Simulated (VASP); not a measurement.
# C (R-3m) in VASP: notebook

C is run at these levels: PBEsol; tasks: single point.

All numbers are computed with VASP 6.6.1; they aren't measurements. Logs are shortened: lines on timing, memory, paths and dates and some standing lists are left out, and cuts for length are marked.

## Step 1: The cell of the first run

It takes space group R-3m (No. 166, trigonal). The conventional cell has a = 2.371 Å, b = 2.371 Å, c = 9.695 Å, α = 90.00°, β = 90.00°, γ = 120.00°. C (site symmetry 3m) has 3 C at 1.37 Å within 1.8 Å.

## Step 2: Single point, PBEsol

Contents of INCAR:

```
SYSTEM = C
PREC = Accurate ; ENCUT = 600
EDIFF = 1E-6 ; ISMEAR = -1
SIGMA = 0.15 ; LREAL = .False.
LASPH = .True. ; NELM = 120
ALGO = Normal ; ISIF = 2
LWAVE = .False. ; LCHARG = .False.
GGA = PS ; NBANDS = 11
GGA_COMPAT = .False.
```

Contents of KPOINTS:

```
Automatic mesh
0
Gamma
  14 14 14
  0 0 0
```

Contents of POSCAR:

```
C
1.0
    1.1856486835      0.6845345902      3.2315040251
   -1.1856486835      0.6845345902      3.2315040251
    0.0000000000     -1.3690691707      3.2315040251
C
2
Direct
    0.8360000000      0.8360000000      0.8360000000
    0.1640000000      0.1640000000      0.1640000000
```

Potentials or basis: VASP PAW PBE potentials, release 64 (C).

Launch:

```bash
$ cat potpaw_PBE.64/C/POTCAR > POTCAR
$ mpirun -np 1 vasp_std > vasp.out
```

OUTCAR:

```text
SYSTEM = C
   PREC = Accurate
   ENCUT = 600
   EDIFF = 1E-6
   ISMEAR = -1
   LREAL = .False.
   LASPH = .True.
   NELM = 120
   ISIF = 2
   GGA = PS

 ion  position               nearest neighbor table
   1  0.836  0.836  0.836-   2 1.37   2 1.37   2 1.37
   2  0.164  0.164  0.164-   1 1.37   1 1.37   1 1.37

  LATTYP: Found a trigonal (rhomboedric) cell.
 ALAT       =     3.5095539133
 COS(alpha) =     0.7717355885

  Lattice vectors:

 A1 = (   1.1856486835,   0.6845345902,   3.2315040251)
 A2 = (  -1.1856486835,   0.6845345902,   3.2315040251)
 A3 = (   0.0000000000,  -1.3690691707,   3.2315040251)

Analysis of symmetry for initial positions (statically):
=====================================================================
 Subroutine PRICEL returns:
 Original cell was already a primitive cell.

 Routine SETGRP: Setting up the symmetry group for a
 trigonal (rhombohedral) supercell.

 Subroutine GETGRP returns: Found 12 space group operations
 (whereof 12 operations were pure point group operations)
 out of a pool of 12 trial point group operations.

The static configuration has the point symmetry D_3d.

Analysis of symmetry for dynamics (positions and initial velocities):
=====================================================================
 Subroutine PRICEL returns:
 Original cell was already a primitive cell.

 Routine SETGRP: Setting up the symmetry group for a
 trigonal (rhombohedral) supercell.

 Subroutine GETGRP returns: Found 12 space group operations
 (whereof 12 operations were pure point group operations)
 out of a pool of 12 trial point group operations.

The dynamic configuration has the point symmetry D_3d.

 Subroutine INISYM returns: Found 12 space group operations
 (whereof 12 operations are pure point group operations),
 and found     1 'primitive' translations

----------------------------------------------------------------------------------------

                                     Primitive cell

  volume of cell :      15.7365

  direct lattice vectors                    reciprocal lattice vectors
     1.185648683  0.684534590  3.231504025     0.421710079  0.243474428  0.103151143
    -1.185648683  0.684534590  3.231504025    -0.421710079  0.243474428  0.103151143
     0.000000000 -1.369069171  3.231504025     0.000000000 -0.486948855  0.103151143

  length of vectors
     3.509553913  3.509553913  3.509553912     0.497754303  0.497754303  0.497754303

  position of ions in fractional coordinates (direct lattice)
     0.836000000  0.836000000  0.836000000
     0.164000000  0.164000000  0.164000000

  ion indices of the primitive-cell ions
   primitive index   ion index
                 1           1
                 2           2

----------------------------------------------------------------------------------------

 KPOINTS: Automatic mesh

Automatic generation of k-mesh.
 Grid dimensions read from file:
 generate k-points for:   14   14   14

 Generating k-lattice:

  Cartesian coordinates                     Fractional coordinates (reciprocal lattice)
     0.030122149  0.017391031  0.007367939     0.071428571 -0.000000000  0.000000000
    -0.030122149  0.017391031  0.007367939    -0.000000000  0.071428571  0.000000000
     0.000000000 -0.034782061  0.007367939     0.000000000  0.000000000  0.071428571

  Length of vectors
     0.035553879  0.035553879  0.035553879

  Shift w.r.t. Gamma in fractional coordinates (k-lattice)
     0.000000000  0.000000000  0.000000000

 Subroutine IBZKPT returns following result:
 ===========================================

 Found    288 irreducible k-points:

 Following reciprocal coordinates:
            Coordinates               Weight
  0.000000  0.000000  0.000000      1.000000
  0.071429  0.000000 -0.000000      6.000000
  0.142857  0.000000 -0.000000      6.000000
  0.214286 -0.000000  0.000000      6.000000
  0.285714  0.000000  0.000000      6.000000
  0.357143  0.000000 -0.000000      6.000000
[... 16 lines left out ...]
  0.214286  0.142857 -0.000000     12.000000
  0.285714  0.142857  0.000000     12.000000
 [... further k-points ...]
   k-points           NKPTS =    288   k-points in BZ     NKDIM =    288   number of bands    NBANDS=     11
   number of dos      NEDOS =    301   number of ions     NIONS =      2
   total plane-waves  NPLWV =  21952
   dimension x,y,z NGX =    28 NGY =   28 NGZ =   28
   dimension x,y,z NGXF=    56 NGYF=   56 NGZF=   56
   ions per type =               2
   NGX,Y,Z   is equivalent  to a cutoff of  13.26, 13.26, 13.26 a.u.
   NGXF,Y,Z  is equivalent  to a cutoff of  26.53, 26.53, 26.53 a.u.
 SYSTEM =  C
   PREC   = accura    normal or accurate (medium, high low for compatibility)
   ISTART =      0    job   : 0-new  1-cont  2-samecut
   ICHARG =      2    charge: 1-file 2-atom 10-const
   ISPIN  =      1    spin polarized calculation?
   LNONCOLLINEAR =      F non collinear calculations
   LSORBIT =      F    spin-orbit coupling
   LASPH  =      T    aspherical Exc in radial PAW
   ENCUT  =  600.0 eV  44.10 Ry    6.64 a.u.   7.01  7.01  7.01*2*pi/ulx,y,z
   NELM   =    120;   NELMIN=  2; NELMDL= -5     # of ELM steps
   EDIFF  = 0.1E-05   stopping-criterion for ELM
   LREAL  =      F    real-space projection
   EDIFFG = 0.1E-04   stopping-criterion for IOM
   NSW    =      0    number of steps for IOM
   IBRION =     -1    ionic relax: 0-MD 1-quasi-New 2-CG
   NFREE  =      0    steps in history (QN), initial steepest desc. (CG)
   ISIF   =      2    stress and relaxation
   ISYM   =      2    0-nonsym 1-usesym 2-fastsym
   POTIM  = 0.5000    time-step for ionic-motion
   TEBEG  =    0.0;   TEEND  =   0.0 temperature during run
   PSTRESS=    0.0 pullay stress
   NELECT =       8.0000    total number of electrons
   NUPDOWN=      -1.0000    fix difference up-down
   EMIN   =  10.00;   EMAX   =-10.00  energy-range for DOS
   EFERMI =   0.00;   METHOD = LEGACY
   ISMEAR =    -1;   SIGMA  =   0.15  broadening in eV -4-tet -1-fermi 0-gaus
   EFERMI_NEDOS =   21; number of points for ismear=-14 and -15
   IALGO  =     38    algorithm
   IMIX   =      4    mixing-type and parameters
     AMIX     =   0.40;   BMIX     =  1.00
     AMIX_MAG =   1.60;   BMIX_MAG =  1.00
  volume/ion in A,a.u.               =       7.87        53.10
  Fermi-wavevector in a.u.,A,eV,Ry     =   1.306579  2.469076 23.227171  1.707149
  Thomas-Fermi vector in A             =   2.437372
   LORBIT       =      0    0 simple, 1 ext, 2 COOP (PROOUT), +10 PAW based schemes
   GGA     = PS    functional components
   LHFCALC =     F    Hartree Fock is set to
   AEXX    =    0.0000 exact exchange contribution
   IVDW    =     0    specifies the selected vdW correction
   LEPSILON=     F    determine dielectric tensor
   LRPA    =     F    only Hartree local field effects (RPA)
 non-spin polarized calculation
  energy-cutoff  :      600.00
  volume of cell :       15.74
 maximum number of plane-waves:       536
   NGX = 13   NGY = 13   NGZ = 13

 number of electron       8.0000000 magnetization

 Free energy of the ion-electron system (eV)
  ---------------------------------------------------
  ext. energy  EPLUGINS =         0.00000000
  ---------------------------------------------------
  free energy    TOTEN  =       -19.06225440 eV

  energy without entropy =      -19.06055663  energy(sigma->0) =      -19.06140551

 E-fermi :   5.7180     XC(G=0): -11.0546

 val. band max:        5.4574331221   @ k =  -0.1429   0.5000   0.1429
 cond. band min:       6.0054145748   @ k =  -0.1429   0.5000   0.1429
 fundamental gap:      0.5479814528
 Fermi energy:         5.7180250751

 k-point     1 :       0.0000    0.0000    0.0000
  band No.  band energies     occupation
      1     -14.9346      2.00000
      2      -1.5204      2.00000
      3       2.8044      2.00000
      4       2.8044      2.00000
      5       9.4915      0.00000
      6      14.8108      0.00000
      7      14.8108      0.00000
      8      18.5286      0.00000
      9      21.2073      0.00000
     10      29.6958      0.00000
     11      33.1269      0.00000

 k-point     2 :       0.0714    0.0000   -0.0000
  band No.  band energies     occupation
      1     -14.8019      2.00000
      2      -1.3852      2.00000
      3       2.2957      2.00000
      4       2.5173      2.00000
      5       9.6759      0.00000
      6      14.8952      0.00000
      7      15.3887      0.00000
      8      18.0293      0.00000
      9      21.3866      0.00000
     10      30.1446      0.00000
     11      31.8746      0.00000

 k-point     3 :       0.1429    0.0000   -0.0000
  band No.  band energies     occupation
      1     -14.4052      2.00000
      2      -0.9824      2.00000
      3       0.9565      2.00000
      4       1.8102      2.00000
      5      10.2255      0.00000
      6      14.9975      0.00000
      7      16.7013      0.00000
      8      16.9568      0.00000
      9      21.9327      0.00000
     10      29.3766      0.00000
     11      31.3044      0.00000

 k-point     4 :       0.2143   -0.0000    0.0000
  band No.  band energies     occupation
      1     -13.7479      2.00000
      2      -0.8875      2.00000
      3      -0.2881      2.00000
      4       0.9618      2.00000
      5      11.0979      0.00000
      6      14.6885      0.00000
      7      15.1650      0.00000
      8      19.1968      0.00000
      9      22.6777      0.00000
     10      27.2655      0.00000
     11      29.7115      0.00000

 k-point     5 :       0.2857    0.0000    0.0000
  band No.  band energies     occupation
      1     -12.8366      2.00000
      2      -2.8846      2.00000
      3       0.1740      2.00000
      4       0.6155      2.00000
      5      11.7489      0.00000
      6      13.3304      0.00000
      7      14.9037      0.00000
      8      21.8121      0.00000
      9      22.9029      0.00000
     10      26.1382      0.00000
     11      28.4142      0.00000
[... 211 lines left out ...]
 k-point    21 :      -0.0714    0.0714    0.0000
  band No.  band energies     occupation
      1     -14.5431      2.00000
      2      -1.0672      2.00000
      3       1.4547      2.00000
      4       1.9396      2.00000
      5       9.9496      0.00000
      6      15.1234      0.00000
      7      16.2941      0.00000
      8      17.1079      0.00000
      9      21.7921      0.00000
     10      29.5640      0.00000
     11      30.9540      0.00000

 k-point    22 :       0.1429    0.1429    0.0000
  band No.  band energies     occupation
      1     -14.3823      2.00000
      2      -1.1670      2.00000
      3       0.9778      2.00000
      4       1.7922      2.00000
      5      10.5936      0.00000
      6      14.9560      0.00000
      7      16.6330      0.00000
      8      16.9600      0.00000
      9      21.9855      0.00000
     10      28.9626      0.00000
     11      31.3136      0.00000

 k-point    23 :       0.2143    0.1429   -0.0000
  band No.  band energies     occupation
      1     -13.9773      2.00000
      2      -0.8501      2.00000
      3       0.0258      2.00000
      4       1.0218      2.00000
      5      11.3002      0.00000
      6      15.1541      0.00000
      7      15.6444      0.00000
      8      17.8490      0.00000
      9      22.6875      0.00000
     10      27.0523      0.00000
     11      32.0224      0.00000

 k-point    24 :       0.2857    0.1429    0.0000
  band No.  band energies     occupation
      1     -13.3151      2.00000
      2      -1.2329      2.00000
      3      -0.2229      2.00000
      4      -0.1671      2.00000
      5      12.2381      0.00000
      6      13.9652      0.00000
      7      16.2529      0.00000
      8      18.5419      0.00000
      9      23.4835      0.00000
     10      25.3190      0.00000
     11      31.4668      0.00000

 [... further k-points ...]

------------------------ aborting loop because EDIFF is reached ----------------------------------------

  FORCE on cell =-STRESS in cart. coord.  units (eV):
  Direction    XX          YY          ZZ          XY          YZ          ZX
  --------------------------------------------------------------------------------------
  -------------------------------------------------------------------------------------
  Total        5.4698827      5.4698827      0.1730803      0.0000000      0.0000000     -0.0000000
  in kB      556.9051393    556.9051399     17.6218282      0.0000000      0.0000000     -0.0000000
  external PRESSURE =     377.1440358 kB  Pullay stress =       0.0000000 kB

 VOLUME and BASIS-vectors are now :
 -----------------------------------------------------------------------------
  energy-cutoff  :      600.00
  volume of cell :       15.74
      direct lattice vectors                 reciprocal lattice vectors
     1.185648683  0.684534590  3.231504025     0.421710079  0.243474428  0.103151143
    -1.185648683  0.684534590  3.231504025    -0.421710079  0.243474428  0.103151143
     0.000000000 -1.369069171  3.231504025     0.000000000 -0.486948855  0.103151143

 POSITION                                       TOTAL-FORCE (eV/Angst)
 -----------------------------------------------------------------------------------
      0.00000      0.00000      8.10461         0.000000     -0.000000     -0.793960
      0.00000      0.00000      1.58990         0.000000      0.000000      0.793960
 -----------------------------------------------------------------------------------
    total drift:                                0.000000     -0.000000      0.000000

  FREE ENERGIE OF THE ION-ELECTRON SYSTEM (eV)
  ---------------------------------------------------
  free  energy   TOTEN  =       -19.0622543998 eV

  energy  without entropy=      -19.0605566292  energy(sigma->0) =      -19.06140551
```

Wall time 63 s (1 thread of Intel Xeon 6975P-C, shared host); peak memory 0.18 GiB.

What came out:

```yaml
Free_energy: -19.0623 eV
Pressure: 37.7 GPa
Largest_force: 0.794 eV/Å
Band_gap_on_the_k_mesh: 0.55 eV, direct
```

Forces in eV/Å, atoms in the order of the input:
```
C    0.000  0.000 -0.794
C    0.000  0.000  0.794
```

Caveat: the PAW data sets were made with another functional, which shifts forces and pressure a little. A k mesh can miss the band edges.

## Step 3: Single point, PBEsol

This run uses another cell than the first one, of 8.09 Å³/atom, 1.028 times its volume.

Contents of INCAR:

```
PREC = Accurate
ENCUT = 600
EDIFF = 1E-6
ISMEAR = -1
SIGMA = 0.15
LREAL = F
LASPH = T
NELM = 120
ALGO = Normal
ISIF = 2
LWAVE = F
LCHARG = T
GGA = PS
LELF = T
LVHAR = T
NBANDS = 11
GGA_COMPAT = F
```

Contents of KPOINTS:

```
Automatic mesh
0
Gamma
  14 14 14
```

Contents of POSCAR:

```
C
1.0
    1.1965268020      0.6908150748      3.2611525072
   -1.1965268020      0.6908150748      3.2611525072
    0.0000000000     -1.3816301399      3.2611525072
C
2
Direct
    0.8360000000      0.8360000000      0.8360000000
    0.1640000000      0.1640000000      0.1640000000
```

Potentials or basis: VASP PAW PBE potentials, release 64 (C).

Launch:

```bash
$ cat potpaw_PBE.64/C/POTCAR > POTCAR
$ mpirun -np 1 vasp_std > vasp.out
```

Run time: 75 s. Hardware: 1 thread of Intel Xeon 6975P-C, shared host; peak memory 0.18 GiB.

It converged, with:

```
Free energy            : -19.1519 eV
Pressure               : 27.0 GPa
Largest force          : 0.817 eV/Å
Band gap on the k mesh : 0.55 eV, direct
```

Forces in eV/Å, atoms in the order of the input:
```
C    0.000  0.000 -0.817
C    0.000  0.000  0.817
```

Stress tensor (GPa, compression positive):
```
39.84  0.00  0.00
 0.00 39.84  0.00
 0.00  0.00  1.40
```

Levels at points of the mesh, in eV from the valence-band top:
```tsv
k point	band 1	band 2	band 3	band 4	band 5	band 6	band 7	band 8
(0.00, 0.00, 0.00)	-20.15	-6.82	-2.67	-2.67	4.07	9.16	9.16	12.72
(0.50, 0.00, 0.00)	-14.33	-13.63	-6.34	-1.85	2.13	8.74	12.71	12.73
(0.50, 0.50, 0.00)	-14.19	-13.52	-6.41	-2.79	1.53	8.25	13.53	16.01
(0.50, 0.50, 0.50)	-19.78	-9.09	-2.70	-2.70	9.11	9.11	10.97	12.79
```

Caveat: the PAW data sets were made with another functional, which shifts forces and pressure a little. A k mesh can miss the band edges.

## Step 4: Single point, PBEsol

This run uses another cell than the first one, of 8.31 Å³/atom, 1.056 times its volume.

Contents of INCAR:

```
PREC     = Accurate       # precision mode
ENCUT    = 600            # plane-wave cutoff, eV
EDIFF    = 1E-6           # SCF threshold, eV
ISMEAR   = -1             # smearing method
SIGMA    = 0.15           # smearing width, eV
LREAL    = F              # projectors in reciprocal space
LASPH    = T              # aspherical terms in the spheres
NELM     = 120            # most SCF steps
ALGO     = Normal         # electronic algorithm
ISIF     = 2              # what is computed and relaxed
LWAVE    = F              # write WAVECAR
LCHARG   = F              # write CHGCAR
GGA      = PS             # functional
NBANDS   = 11             # bands
GGA_COMPAT= F
```

KPOINTS is that of step 3.

Contents of POSCAR:

```
C
1.0
    1.2072106423      0.6969833930      3.2902714810
   -1.2072106423      0.6969833930      3.2902714810
    0.0000000000     -1.3939667761      3.2902714810
C
2
Direct
    0.8360000000      0.8360000000      0.8360000000
    0.1640000000      0.1640000000      0.1640000000
```

Launch:

```bash
$ cat potpaw_PBE.64/C/POTCAR > POTCAR
$ mpirun -np 1 vasp_std > vasp.out
```

Wall time 93 s (1 thread of Intel Xeon 6975P-C, shared host); peak memory 0.19 GiB.

Results (log left out):

| Item | Value |
| --- | --- |
| Free energy | -19.2139 eV |
| Pressure | 17.5 GPa |
| Largest force | 0.838 eV/Å |
| Band gap on the k mesh | 0.55 eV, direct |

Forces on the atoms (eV/Å):
```
C    0.000  0.000 -0.838
C    0.000  0.000  0.838
```

Stress tensor (GPa, compression positive):
```
25.72  0.00  0.00
 0.00 25.72  0.00
 0.00  0.00  1.08
```

Levels at points of the mesh, in eV from the valence-band top:
| k point | band 1 | band 2 | band 3 | band 4 | band 5 | band 6 | band 7 | band 8 | band 9 |
| --- | --- | --- | --- | --- | --- | --- | --- | --- | --- |
| (0.00, 0.00, 0.00) | -19.92 | -6.67 | -2.69 | -2.69 | 4.10 | 8.98 | 8.98 | 12.39 | 14.43 |
| (0.50, 0.00, 0.00) | -14.24 | -13.45 | -6.27 | -1.81 | 2.11 | 8.45 | 12.59 | 12.60 | 18.95 |
| (0.50, 0.50, 0.00) | -14.11 | -13.35 | -6.33 | -2.71 | 1.54 | 7.99 | 13.34 | 15.81 | 20.67 |
| (0.50, 0.50, 0.50) | -19.57 | -8.87 | -2.71 | -2.71 | 8.93 | 8.93 | 10.84 | 12.45 | 14.18 |

Caveat: the PAW data sets were made with another functional, which shifts forces and pressure a little. A k mesh can miss the band edges.

## Step 5: Single point, PBEsol

This run uses another cell than the first one, of 8.52 Å³/atom, 1.083 times its volume.

Contents of INCAR:

```
PREC = Accurate ; ENCUT = 600
EDIFF = 1E-6 ; ISMEAR = -1
SIGMA = 0.15 ; LREAL = False
LASPH = True ; NELM = 120
ALGO = Normal ; ISIF = 2
LWAVE = False ; LCHARG = False
GGA = PS ; NBANDS = 11
GGA_COMPAT = False
```

KPOINTS is that of step 4.

Contents of POSCAR:

```
C
1.0
    1.2177086531      0.7030444223      3.3188839735
   -1.2177086531      0.7030444223      3.3188839735
    0.0000000000     -1.4060888348      3.3188839735
C
2
Direct
    0.8360000000      0.8360000000      0.8360000000
    0.1640000000      0.1640000000      0.1640000000
```

Launch:

```bash
$ cat potpaw_PBE.64/C/POTCAR > POTCAR
$ mpirun -np 1 vasp_std > vasp.out
```

It took 98 s on 1 thread of Intel Xeon 6975P-C, shared host; peak memory 0.19 GiB.

Results (log left out):

```
Free energy            : -19.2513 eV
Pressure               : 9.0 GPa
Largest force          : 0.855 eV/Å
Band gap on the k mesh : 0.55 eV, direct
```

Forces in eV/Å, atoms in the order of the input:
```
C    0.000  0.000 -0.855
C    0.000  0.000  0.855
```

Stress tensor (GPa, compression positive):
```
13.11  0.00  0.00
 0.00 13.11  0.00
 0.00  0.00  0.81
```

Levels at points of the mesh, in eV from the valence-band top:
```csv
k point,band 1,band 2,band 3,band 4,band 5,band 6,band 7,band 8,band 9
"(0.00, 0.00, 0.00)",-19.70,-6.53,-2.70,-2.70,4.14,8.80,8.80,12.07,13.81
"(0.50, 0.00, 0.00)",-14.15,-13.27,-6.20,-1.77,2.09,8.18,12.45,12.49,18.73
"(0.50, 0.50, 0.00)",-14.02,-13.18,-6.26,-2.64,1.55,7.74,13.17,15.62,20.26
"(0.50, 0.50, 0.50)",-19.37,-8.65,-2.73,-2.73,8.76,8.76,10.71,12.13,13.58
```

Caveat: the PAW data sets were made with another functional, which shifts forces and pressure a little. A k mesh can miss the band edges.

(Part 1 of 2 ends here.)
